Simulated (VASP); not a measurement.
Wanted: the native input for a VASP 6.6.1 run.

- Task: single point
- Functional: HSE06
- Potentials or basis: VASP PAW PBE potentials, release 64 (Ru_pv)
- Cutoff: 520 eV
- k mesh: 6 × 6 × 6
- Occupations: fermi-dirac, width 0.1 eV
- Spin: no spin polarisation
- Dipole correction: no
- Grid for exact exchange (PRECFOCK): Normal
- Further INCAR settings: ALGO = Normal; EDIFF = 1e-06; NBANDS = 13
- Share of exact exchange: 0.25
- Screening parameter: 0.2079 1/Å

Crystal: Ru.

```
Ru
1.0
     0.00000    1.93007    1.93007
     1.93007    0.00000    1.93007
     1.93007    1.93007    0.00000
Ru
1
Direct
  0.00000 0.00000 0.00000
```

This isn't the form of Ru at room conditions, which is hcp.

The input as run:

POSCAR

```
Ru
1.0
    0.0000000000      1.9300686643      1.9300686643
    1.9300686643      0.0000000000      1.9300686643
    1.9300686643      1.9300686643      0.0000000000
Ru
1
Direct
    0.0000000000      0.0000000000      0.0000000000
```

INCAR.step1

```
ALGO = Normal ; EDIFF = 1E-5
ENCUT = 520 ; GGA = PE
ISIF = 2 ; ISMEAR = -1
LASPH = True ; LCHARG = False
LREAL = False ; LWAVE = True
NBANDS = 13 ; NELM = 60
PREC = Accurate ; SIGMA = 0.1
```

INCAR.step2

```
ALGO = Normal ; EDIFF = 1E-6
ENCUT = 520 ; GGA = PE
HFSCREEN = 0.2079 ; ISIF = 2
ISMEAR = -1 ; ISTART = 1
LASPH = True ; LCHARG = False
LHFCALC = True ; LREAL = False
LWAVE = False ; NBANDS = 13
NELM = 60 ; PREC = Accurate
PRECFOCK = Normal ; SIGMA = 0.1
```

KPOINTS

```
k-points
0
Gamma
  6 6 6
```

Potentials or basis: VASP PAW PBE potentials, release 64 (Ru_pv).

Run with:

```console
$ cat potpaw_PBE.64/Ru_pv/POTCAR > POTCAR
$ cp INCAR.step1 INCAR
$ mpirun -np 1 vasp_std > vasp.out
$ cp INCAR.step2 INCAR
$ mpirun -np 1 vasp_std > vasp.out
```

It gave:

| Quantity | Value |
| --- | --- |
| Pressure | -21.3 GPa |
| Band gap on the k mesh | zero (bands 7 and 8 overlap by 4.14 eV) |

Caveat: the k points lie up to 0.47 Å⁻¹ apart, too coarse for converged energies and pressures of a metal; the PAW data sets were made with another functional, which shifts forces and pressure a little.

Wall time 12 min on 1 thread of Intel(R) Xeon(R) Platinum 8488C (Sapphire Rapids), with other jobs on the host, peak memory 0.23 GiB.
